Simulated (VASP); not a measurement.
The system is Li4F.

```
Li F
1.0
     3.90590    0.00000    0.00000
     0.00000    3.90590    0.00000
     0.00000    0.00000    3.90590
Li F
4 1
Direct
  0.50000 0.50000 0.50000
  0.50000 0.00000 0.00000
  0.00000 0.50000 0.00000
  0.00000 0.00000 0.50000
  0.00000 0.00000 0.00000
```

* Program: VASP 6.6.1
* Task: relaxation of cell and atoms
* Functional: PBE
* Potentials or basis: VASP PAW PBE potentials, release 64 (Li_sv, F)
* Cutoff: 600 eV
* k mesh: 4 × 4 × 4
* Occupations: gaussian, width 0.1 eV
* Spin: no spin polarisation

At the start: pressure 9.2 GPa; volume 11.92 Å³/atom.

Task: Where does the relaxation end?

Result: Over 4 steps the energy falls by 83.6 meV/atom and the volume is 15.37 Å³/atom (+29.0 %); space group Pm-3m (No. 221, to 0.05 Å).

The path:
```tsv
step	energy change (eV)	largest force (eV/Å)	pressure (GPa)	volume (Å³)
1	0.0000	0.0000	9.16	59.59
2	-0.2613	0.0000	4.91	65.66
3	-0.4144	0.0000	0.64	75.12
4	-0.4178	0.0000	0.06	76.87
```

Final structure:
```cif
data_structure
_symmetry_space_group_name_H-M 'P 1'
_symmetry_Int_Tables_number 1
_cell_length_a 4.2519
_cell_length_b 4.2519
_cell_length_c 4.2519
_cell_angle_alpha 90.000
_cell_angle_beta 90.000
_cell_angle_gamma 90.000
_cell_volume 76.87
loop_
_atom_site_label
_atom_site_type_symbol
_atom_site_fract_x
_atom_site_fract_y
_atom_site_fract_z
_atom_site_occupancy
Li1 Li 0.50000 0.50000 0.50000 1
Li2 Li 0.50000 0.00000 0.00000 1
Li3 Li 0.00000 0.50000 0.00000 1
Li4 Li 0.00000 0.00000 0.50000 1
F1 F 0.00000 0.00000 0.00000 1
```

Caveat: the k points lie up to 0.37 Å⁻¹ apart in the final cell; the cutoff is under 1.25 times the usual one of these potentials, so pressure, stress and relaxed cells hold a basis-set (Pulay) error; the volume moved by over 15 % at a fixed basis, so the end points are rough; an odd number of electrons without spin polarisation forces a metal; a magnetic or distorted state may lie lower.
